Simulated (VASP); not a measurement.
# SiMo7S16 (a cell with a defect): single point with PBE

The system is SiMo7S16 (a cell with a defect).

```
Si Mo S
1.0
     6.33800    0.00000    0.00000
    -3.16900    5.48887    0.00000
     0.00000    0.00000   12.32400
Si Mo S
1 7 16
Cartesian
  0.0000 1.8296 3.0810
  -1.6078 4.5606 3.0810
  3.1690 1.8565 3.0810
  1.6078 4.5606 3.0810
  1.5846 0.9147 9.2430
  0.0000 3.6594 9.2430
  4.7534 0.9147 9.2430
  3.1690 3.6592 9.2430
  0.0000 1.8296 7.6832
  -1.5838 4.5745 7.6807
  3.1690 1.8288 7.6807
  1.5838 4.5745 7.6807
  1.5445 0.9379 1.5764
  0.0000 3.6131 1.5764
  4.7935 0.9379 1.5764
  3.1690 3.6592 1.5016
  0.0000 1.8296 10.8028
  -1.5838 4.5745 10.8053
  3.1690 1.8288 10.8053
  1.5838 4.5745 10.8053
  1.5445 0.9379 4.5856
  0.0000 3.6131 4.5856
  4.7935 0.9379 4.5856
  3.1690 3.6592 4.6604
```

* Program: VASP 6.6.1
* Task: single point
* Functional: PBE
* Potentials or basis: VASP PAW PBE potentials, release 64 (Si, Mo_sv, S)
* Cutoff: 520 eV
* k mesh: 4 × 4 × 2
* Occupations: fermi-dirac, width 0.01 eV
* Spin: no spin polarisation

| Quantity | Value |
| --- | --- |
| Pressure | 3.5 GPa |
| Largest force | 0.015 eV/Å |

Forces in eV/Å, atoms in the order of the input:
```
Si   0.000  0.000  0.000
Mo  -0.010 -0.006  0.000
Mo   0.000  0.012  0.000
Mo   0.010 -0.006  0.000
Mo  -0.003  0.002  0.000
Mo   0.000 -0.004  0.000
Mo   0.003  0.002  0.000
Mo   0.000  0.000  0.000
S    0.000  0.000  0.012
S    0.001  0.000  0.012
S    0.000 -0.001  0.012
S   -0.001  0.000  0.012
S   -0.004  0.002  0.012
S    0.000 -0.005  0.012
S    0.004  0.002  0.012
S    0.000  0.000  0.015
S    0.000  0.000 -0.012
S    0.001  0.000 -0.012
S    0.000 -0.001 -0.012
S   -0.001  0.000 -0.012
S   -0.004  0.002 -0.012
S    0.000 -0.005 -0.012
S    0.004  0.002 -0.012
S    0.000  0.000 -0.015
```

Stress tensor (GPa, compression positive):
```
4.09 0.00 0.00
0.00 4.09 0.00
0.00 0.00 2.22
```

Levels at points of the mesh, in eV from the Fermi level:
| k point | band 95 | band 96 | band 97 | band 98 | band 99 | band 100 | band 101 | band 102 | band 103 | band 104 |
| --- | --- | --- | --- | --- | --- | --- | --- | --- | --- | --- |
| (0.00, 0.00, 0.00) | -0.40 | -0.40 | -0.39 | -0.33 | -0.33 | -0.01 | 1.93 | 1.97 | 1.97 | 1.97 |
| (0.50, 0.00, 0.00) | -0.84 | -0.78 | -0.73 | -0.58 | -0.10 | 0.29 | 1.50 | 1.71 | 1.75 | 1.93 |
| (0.00, 0.00, 0.50) | -0.40 | -0.40 | -0.32 | -0.32 | -0.22 | 0.06 | 1.97 | 1.97 | 1.97 | 2.03 |
| (0.50, 0.00, 0.50) | -0.83 | -0.75 | -0.75 | -0.58 | -0.10 | 0.33 | 1.68 | 1.87 | 1.87 | 1.95 |

Wall time 12 min on 1 thread of Intel(R) Xeon(R) Platinum 8375C CPU @ 2.90GHz (Ice Lake) (shared host), peak memory 0.63 GiB.
